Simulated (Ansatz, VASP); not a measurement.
Two plane-wave programs on Ca

```
CELL_PARAMETERS angstrom
3.90252 0.00000 0.00000
-1.95126 3.37968 0.00000
0.00000 0.00000 12.83840
ATOMIC_POSITIONS crystal
Ca 0.00000 0.00000 0.00000
Ca 0.00000 0.00000 0.50000
Ca 0.33333 0.66667 0.25000
Ca 0.66667 0.33333 0.75000
```

Change from the starting cell: volume scaled by 1, PAW files.

Alike in both runs: task single point; functional PBE; k mesh 7 × 7 × 4; occupations fermi-dirac, width 0.1 eV; no spin polarisation.

|  | VASP | Ansatz |
| --- | --- | --- |
| version | VASP 6.6.1 | Ansatz 0.2.0 |
| potentials or method | VASP PAW PBE potentials, release 64 (Ca_sv) | PAW with Ansatz's default frozen-core files, scalar-relativistic |
| plane-wave cutoff (eV) | 520 | 420 |
| valence electrons in the cell | 40 | 40 |

|  | VASP | Ansatz | Ansatz less VASP |
| --- | --- | --- | --- |
| pressure (GPa) | 0.0 | 0.0 | -0.01 |
